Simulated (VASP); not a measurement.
# CdSe in VASP: notebook, part 2 of 3

VASP 6.6.1. The steps go on from the part before.

## 3. Single point, r2SCAN (strain +4.0%)

POSCAR

```
CdSe
1.0
    0.0000000000      3.1911057595      3.1911057595
    3.1911057595      0.0000000000      3.1911057595
    3.1911057595      3.1911057595      0.0000000000
Cd Se
1 1
Direct
    0.0000000000      0.0000000000      0.0000000000
    0.2500000000      0.2500000000      0.2500000000
```

INCAR.step1

```
SYSTEM = CdSe
PREC     = Accurate       ! precision mode
ENCUT    = 520            ! plane-wave cutoff, eV
ISMEAR   = 0              ! smearing method
SIGMA    = 0.01           ! smearing width, eV
LREAL    = .False.        ! projectors in reciprocal space
LASPH    = .True.         ! aspherical terms in the spheres
NELM     = 80             ! most SCF steps
NBANDS   = 16             ! bands
GGA      = PE             ! functional
ALGO     = Normal         ! electronic algorithm
EDIFF    = 1E-4           ! SCF threshold, eV
LWAVE    = .True.         ! write WAVECAR
LCHARG   = .False.        ! write CHGCAR
```

INCAR.step2

```
SYSTEM = CdSe
PREC     = Accurate       ! precision mode
ENCUT    = 520            ! plane-wave cutoff, eV
EDIFF    = 1E-7           ! SCF threshold, eV
ISMEAR   = 0              ! smearing method
SIGMA    = 0.01           ! smearing width, eV
LREAL    = .False.        ! projectors in reciprocal space
LASPH    = .True.         ! aspherical terms in the spheres
NELM     = 80             ! most SCF steps
ALGO     = Normal         ! electronic algorithm
ISIF     = 2              ! what is computed and relaxed
LWAVE    = .False.        ! write WAVECAR
LCHARG   = .False.        ! write CHGCAR
METAGGA  = R2SCAN         ! meta-GGA
LMIXTAU  = .True.       
NBANDS   = 16             ! bands
ISTART   = 1
```

KPOINTS

```
Automatic mesh
0
Gamma
  8 8 8
  0 0 0
```

Potentials or basis: VASP PAW PBE potentials, release 64 (Cd, Se).

Started as:

```sh
$ cat potpaw_PBE.64/Cd/POTCAR potpaw_PBE.64/Se/POTCAR > POTCAR
$ cp INCAR.step1 INCAR
$ mpirun -np 1 vasp_std > vasp.out
$ cp INCAR.step2 INCAR
$ mpirun -np 1 vasp_std > vasp.out
```

OUTCAR:

```text
SYSTEM = CdSe
   PREC = Accurate
   ENCUT = 520
   EDIFF = 1E-7
   ISMEAR = 0
   LREAL = .False.
   LASPH = .True.
   NELM = 80
   ISIF = 2
   METAGGA = R2SCAN
   ISTART = 1

 ion  position               nearest neighbor table
   1  0.000  0.000  0.000-   2 2.76   2 2.76   2 2.76   2 2.76
   2  0.250  0.250  0.250-   1 2.76   1 2.76   1 2.76   1 2.76

  LATTYP: Found a face centered cubic cell.
 ALAT       =     6.3822115190

  Lattice vectors:

 A1 = (   0.0000000000,   3.1911057595,   3.1911057595)
 A2 = (   3.1911057595,   0.0000000000,   3.1911057595)
 A3 = (   3.1911057595,   3.1911057595,   0.0000000000)

Analysis of symmetry for initial positions (statically):
=====================================================================
 Subroutine PRICEL returns:
 Original cell was already a primitive cell.

 Routine SETGRP: Setting up the symmetry group for a
 face centered cubic supercell.

 Subroutine GETGRP returns: Found 24 space group operations
 (whereof 24 operations were pure point group operations)
 out of a pool of 48 trial point group operations.

The static configuration has the point symmetry T_d .

[... 160 lines left out ...]

 E-fermi :  -0.2817     XC(G=0):  -8.7553

 val. band max:       -0.3974797934   @ k =   0.0000   0.0000   0.0000
 cond. band min:       0.3606508812   @ k =   0.0000   0.0000   0.0000
 fundamental gap:      0.7581306745
 Fermi energy:        -0.2817190557

 k-point     1 :       0.0000    0.0000    0.0000
  band No.  band energies     occupation
      1     -12.6865      2.00000
      2      -8.2027      2.00000
      3      -8.2027      2.00000
      4      -8.2027      2.00000
      5      -7.9457      2.00000
      6      -7.9457      2.00000
[... 433 lines left out ...]
      3      -8.0962      2.00000
      4      -7.9558      2.00000
      5      -7.9340      2.00000
      6      -7.6791      2.00000
[... 8 lines left out ...]
     15      11.3826      0.00000
     16      12.2616      0.00000

 [... further k-points ...]

------------------------ aborting loop because EDIFF is reached ----------------------------------------

  FORCE on cell =-STRESS in cart. coord.  units (eV):
  Direction    XX          YY          ZZ          XY          YZ          ZX
  --------------------------------------------------------------------------------------
  -------------------------------------------------------------------------------------
  Total       -1.8430584     -1.8430584     -1.8430584      0.0000000     -0.0000000      0.0000000
  in kB      -45.4355814    -45.4355814    -45.4355814      0.0000000     -0.0000000      0.0000000
  external PRESSURE =     -45.4355814 kB  Pullay stress =       0.0000000 kB

 VOLUME and BASIS-vectors are now :
 -----------------------------------------------------------------------------
  energy-cutoff  :      520.00
  volume of cell :       64.99
      direct lattice vectors                 reciprocal lattice vectors
     0.000000000  3.191105760  3.191105760    -0.156685500  0.156685500  0.156685500
     3.191105760  0.000000000  3.191105760     0.156685500 -0.156685500  0.156685500
     3.191105760  3.191105760  0.000000000     0.156685500  0.156685500 -0.156685500

 POSITION                                       TOTAL-FORCE (eV/Angst)
 -----------------------------------------------------------------------------------
      0.00000      0.00000      0.00000         0.000000      0.000000      0.000000
      1.59555      1.59555      1.59555        -0.000000     -0.000000     -0.000000
 -----------------------------------------------------------------------------------
    total drift:                               -0.000002     -0.000002     -0.000002

  FREE ENERGIE OF THE ION-ELECTRON SYSTEM (eV)
  ---------------------------------------------------
  free  energy   TOTEN  =       -35.8051926454 eV

  energy  without entropy=      -35.8051926454  energy(sigma->0) =      -35.80519265
```

OUTCAR.step1:

```text
SYSTEM = CdSe
   PREC = Accurate
   ENCUT = 520
   ISMEAR = 0
   LREAL = .False.
   LASPH = .True.
[... 678 lines left out ...]
      0.00000      0.00000      0.00000        -0.000000      0.000000     -0.000000
      1.59555      1.59555      1.59555         0.000000     -0.000000      0.000000
 -----------------------------------------------------------------------------------
    total drift:                               -0.000000     -0.000000     -0.000000

  FREE ENERGIE OF THE ION-ELECTRON SYSTEM (eV)
  ---------------------------------------------------
  free  energy   TOTEN  =        -5.4457655856 eV

  energy  without entropy=       -5.4457655856  energy(sigma->0) =       -5.44576559
```

OSZICAR.step1:

```text
N       E                     dE             d eps       ncg     rms          rms(c)
DAV:   1     0.109849482915E+03    0.10985E+03   -0.87012E+03   928   0.993E+02
DAV:   2    -0.138600151862E+01   -0.11124E+03   -0.10487E+03  1136   0.245E+02
DAV:   3    -0.583309159688E+01   -0.44471E+01   -0.44390E+01  1096   0.507E+01
DAV:   4    -0.585394020004E+01   -0.20849E-01   -0.20848E-01  1192   0.350E+00
DAV:   5    -0.585407790421E+01   -0.13770E-03   -0.13770E-03  1152   0.251E-01    0.465E+00
DAV:   6    -0.546319501280E+01    0.39088E+00   -0.60543E-01  1280   0.812E+00    0.387E+00
DAV:   7    -0.544465381116E+01    0.18541E-01   -0.12404E-01  1088   0.231E+00    0.176E+00
DAV:   8    -0.544539012830E+01   -0.73632E-03   -0.10331E-02  1032   0.116E+00    0.222E-01
DAV:   9    -0.544568944068E+01   -0.29931E-03   -0.13123E-03  1144   0.393E-01    0.608E-02
DAV:  10    -0.544576558560E+01   -0.76145E-04   -0.13339E-04   936   0.135E-01
   1 F= -.54457656E+01 E0= -.54457656E+01  d E =-.106495E-60
```

It took 71 s on 1 thread of Intel Xeon 6975P-C (Granite Rapids), shared host; peak memory 0.22 GiB.

Results:

```yaml
Free_energy: -35.8052 eV
Pressure: -4.5 GPa
Band_gap_on_the_k_mesh: 0.76 eV, direct
```

Caveat: the cell differs from its parent crystal (strain +4.0%); the PAW data sets were made with another functional, which shifts forces and pressure a little.

## 4. Single point, PBE (uniaxial z strain +4.6%)

INCAR

```
PREC = Accurate
ENCUT = 520
EDIFF = 1E-6
ISMEAR = -1
SIGMA = 0.02
LREAL = False
LASPH = True
NELM = 100
ALGO = Normal
ISIF = 2
LWAVE = False
LCHARG = False
GGA = PE
NBANDS = 16
```

KPOINTS

```
regular mesh
0
Gamma
  8 8 8
```

POSCAR

```
CdSe
1.0
    0.0000000000      3.0677809647      3.2095124453
    3.0677809647      0.0000000000      3.2095124453
    3.0677809647      3.0677809647      0.0000000000
Cd Se
1 1
Direct
    0.0000000000      0.0000000000      0.0000000000
    0.2500000000      0.2500000000      0.2500000000
```

Potentials or basis: VASP PAW PBE potentials, release 64 (Cd, Se).

Started as:

```sh
$ cat potpaw_PBE.64/Cd/POTCAR potpaw_PBE.64/Se/POTCAR > POTCAR
$ mpirun -np 1 vasp_std > vasp.out
```

OUTCAR:

```text
PREC = Accurate
   ENCUT = 520
   EDIFF = 1E-6
   ISMEAR = -1
   LREAL = False
   LASPH = True
   NELM = 100
   ISIF = 2
   GGA = PE

 ion  position               nearest neighbor table
   1  0.000  0.000  0.000-   2 2.70   2 2.70   2 2.70   2 2.70
   2  0.250  0.250  0.250-   1 2.70   1 2.70   1 2.70   1 2.70

  LATTYP: Found a body centered tetragonal cell.
 ALAT       =     4.3384974467
 C/A-ratio  =     1.4795502290

  Lattice vectors:

 A1 = (  -3.0677809647,   0.0000000000,   3.2095124453)
 A2 = (   3.0677809647,   0.0000000000,   3.2095124453)
 A3 = (   0.0000000000,   3.0677809647,  -3.2095124453)

Analysis of symmetry for initial positions (statically):
=====================================================================
 Subroutine PRICEL returns:
 Original cell was already a primitive cell.

 Routine SETGRP: Setting up the symmetry group for a
 body centered tetragonal supercell.

 Subroutine GETGRP returns: Found  8 space group operations
 (whereof  8 operations were pure point group operations)
 out of a pool of 16 trial point group operations.

The static configuration has the point symmetry D_2d.

[... 160 lines left out ...]
 E-fermi :   0.6575     XC(G=0):  -8.5674

 val. band max:        0.4467743801   @ k =   0.0000   0.0000   0.0000
 cond. band min:       0.8537053338   @ k =   0.0000   0.0000   0.0000
 fundamental gap:      0.4069309537
 Fermi energy:         0.6574567864

 k-point     1 :       0.0000    0.0000    0.0000
  band No.  band energies     occupation
      1     -11.8149      2.00000
      2      -7.3320      2.00000
      3      -7.3123      2.00000
      4      -7.3123      2.00000
      5      -7.0212      2.00000
      6      -7.0148      2.00000
[... 433 lines left out ...]
      3      -7.2299      2.00000
      4      -7.0575      2.00000
      5      -6.9982      2.00000
      6      -6.9298      2.00000
[... 8 lines left out ...]
     15      11.2877      0.00000
     16      11.8626      0.00000

 [... further k-points ...]

------------------------ aborting loop because EDIFF is reached ----------------------------------------

  FORCE on cell =-STRESS in cart. coord.  units (eV):
  Direction    XX          YY          ZZ          XY          YZ          ZX
  --------------------------------------------------------------------------------------
  -------------------------------------------------------------------------------------
  Total       -0.0732800     -0.0732800     -0.4068706      0.0000000      0.0000000     -0.0000000
  in kB       -1.9434724     -1.9434724    -10.7906879      0.0000000      0.0000000     -0.0000000
  external PRESSURE =      -4.8925442 kB  Pullay stress =       0.0000000 kB

 VOLUME and BASIS-vectors are now :
 -----------------------------------------------------------------------------
  energy-cutoff  :      520.00
  volume of cell :       60.41
      direct lattice vectors                 reciprocal lattice vectors
     0.000000000  3.067780965  3.209512445    -0.162984257  0.162984257  0.155786902
     3.067780965  0.000000000  3.209512445     0.162984257 -0.162984257  0.155786902
     3.067780965  3.067780965  0.000000000     0.162984257  0.162984257 -0.155786902

 POSITION                                       TOTAL-FORCE (eV/Angst)
 -----------------------------------------------------------------------------------
      0.00000      0.00000      0.00000         0.000000      0.000000     -0.000000
      1.53389      1.53389      1.60476        -0.000000     -0.000000      0.000000
 -----------------------------------------------------------------------------------
    total drift:                                0.000002      0.000002     -0.000000

  FREE ENERGIE OF THE ION-ELECTRON SYSTEM (eV)
  ---------------------------------------------------
  free  energy   TOTEN  =        -5.4938076759 eV

  energy  without entropy=       -5.4938075796  energy(sigma->0) =       -5.49380763
```

OSZICAR:

```text
N       E                     dE             d eps       ncg     rms          rms(c)
DAV:   1     0.108884274486E+03    0.10888E+03   -0.85824E+03  1904   0.998E+02
DAV:   2    -0.157799804577E+01   -0.11046E+03   -0.10435E+03  2232   0.247E+02
DAV:   3    -0.586400707409E+01   -0.42860E+01   -0.42767E+01  2288   0.506E+01
DAV:   4    -0.588323861794E+01   -0.19232E-01   -0.19231E-01  2416   0.338E+00
DAV:   5    -0.588336168179E+01   -0.12306E-03   -0.12306E-03  2280   0.237E-01    0.534E+00
DAV:   6    -0.551299580016E+01    0.37037E+00   -0.56774E-01  2792   0.845E+00    0.435E+00
DAV:   7    -0.549258863193E+01    0.20407E-01   -0.13392E-01  2248   0.241E+00    0.193E+00
DAV:   8    -0.549345240959E+01   -0.86378E-03   -0.11869E-02  2240   0.128E+00    0.237E-01
DAV:   9    -0.549368506812E+01   -0.23266E-03   -0.13356E-03  2296   0.438E-01    0.506E-02
DAV:  10    -0.549375559736E+01   -0.70529E-04   -0.14738E-04  2480   0.145E-01    0.453E-02
DAV:  11    -0.549380788805E+01   -0.52291E-04   -0.84913E-05  2296   0.572E-02    0.180E-02
DAV:  12    -0.549380767586E+01    0.21219E-06   -0.13028E-06  2072   0.115E-02
   1 F= -.54938077E+01 E0= -.54938076E+01  d E =-.962602E-07
```

stdout:

```text
POSCAR found type information on POSCAR CdSe
 POSCAR found :  2 types and       2 ions
 scaLAPACK will be used
 LDA part: xc-table for (Slater+PW92), standard interpolation
 POSCAR, INCAR and KPOINTS ok, starting setup
 FFT: planning ... GRIDC
 FFT: planning ... GRID_SOFT
 FFT: planning ... GRID
 WAVECAR not read
 entering main loop
```

Wall time 22 s (1 thread of Intel Xeon 6975P-C (Granite Rapids), shared host); peak memory 0.22 GiB.

What came out:

| Property | Result |
| --- | --- |
| Free energy | -5.4938 eV |
| Pressure | -0.5 GPa |
| Band gap on the k mesh | 0.41 eV, direct |

Caveat: the cell differs from its parent crystal (uniaxial z strain +4.6%).

[end of part 2 of 3]
